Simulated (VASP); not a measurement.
Input of a VASP 6.6.1 run:

INCAR

```
SYSTEM = Si2Mo
  PREC = Accurate
  ENCUT = 520
  EDIFF = 1E-6
  ISMEAR = 0
  SIGMA = 0.1
  LREAL = .FALSE.
  LASPH = .TRUE.
  NELM = 60
  ALGO = Normal
  ISIF = 2
  LWAVE = .FALSE.
  LCHARG = .FALSE.
  GGA = PS
  NBANDS = 43
```

Contents of KPOINTS:

```
Automatic mesh
0
G
  9 9 6
  0 0 0
```

File POSCAR:

```
Si2Mo
1.0
    4.5747399305      0.0000000000      0.0000000000
   -2.2873699652      3.9618409955      0.0000000000
    0.0000000000      0.0000000000      6.5669195395
Si Mo
6 3
Direct
    0.1641667992      0.8358332008      0.8333333333
    0.3283335985      0.1641667992      0.1666666667
    0.8358332008      0.6716664015      0.5000000000
    0.8358332008      0.1641667992      0.8333333333
    0.6716664015      0.8358332008      0.1666666667
    0.1641667992      0.3283335985      0.5000000000
    0.5000000000      0.0000000000      0.5000000000
    0.0000000000      0.5000000000      0.1666666667
    0.5000000000      0.5000000000      0.8333333333
```

Potentials or basis: VASP PAW PBE potentials, release 64 (Si, Mo_sv).

Run with:

```bash
$ cat potpaw_PBE.64/Si/POTCAR potpaw_PBE.64/Mo_sv/POTCAR > POTCAR
$ mpirun -np 1 vasp_std > vasp.out
```

Q: Estimate the band gap on the k mesh.

A: 0.17 eV (least direct gap 0.59 eV).

Q: What does it give for the pressure?

A: 0.3 GPa.

Caveat: the PAW data sets were made with another functional, which shifts forces and pressure a little; an odd mesh through Γ misses points on the zone boundary, where band edges can lie.
